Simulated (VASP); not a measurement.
A run of VASP 6.6.1:

File INCAR:

```
SYSTEM = RbOs3
PREC = Accurate
ENCUT = 600
EDIFF = 1E-6
ISMEAR = 0
SIGMA = 0.1
LREAL = .FALSE.
LASPH = .TRUE.
NELM = 80
ALGO = Normal
ISIF = 3
LWAVE = .FALSE.
LCHARG = .FALSE.
GGA = PE
IBRION = 2
NSW = 90
EDIFFG = -0.04
```

File KPOINTS:

```
Automatic mesh
0
G
  4 4 4
  0 0 0
```

POSCAR

```
RbOs3
1.0
    3.8076313362      0.0000000000      0.0000000000
    0.0000000000      4.1959537158      0.0000000000
    0.0000000000      0.0000000000      6.1206942326
Rb Os
1 3
Direct
    0.0000000000      0.0000000000      0.1597778787
    0.2292826215      0.5000000000      0.6666666667
    0.7707173785      0.5000000000      0.6666666667
    0.5000000000      0.0000000000      0.4224345016
```

Potentials or basis: VASP PAW PBE potentials, release 64 (Rb_sv, Os).

The run is started by

```bash
$ cat potpaw_PBE.64/Rb_sv/POTCAR potpaw_PBE.64/Os/POTCAR > POTCAR
$ mpirun -np 1 vasp_std > vasp.out
```

Hardware: 1 thread of AMD EPYC 7R13 Processor (Zen 3), with other jobs on the host.

Question: Estimate the wall time of this run.

Answer: Wall time 32 min on 1 thread of AMD EPYC 7R13 Processor (Zen 3), on a shared host, peak memory 0.26 GiB. Counts: scf iterations 505, k points 27, ion steps 56.
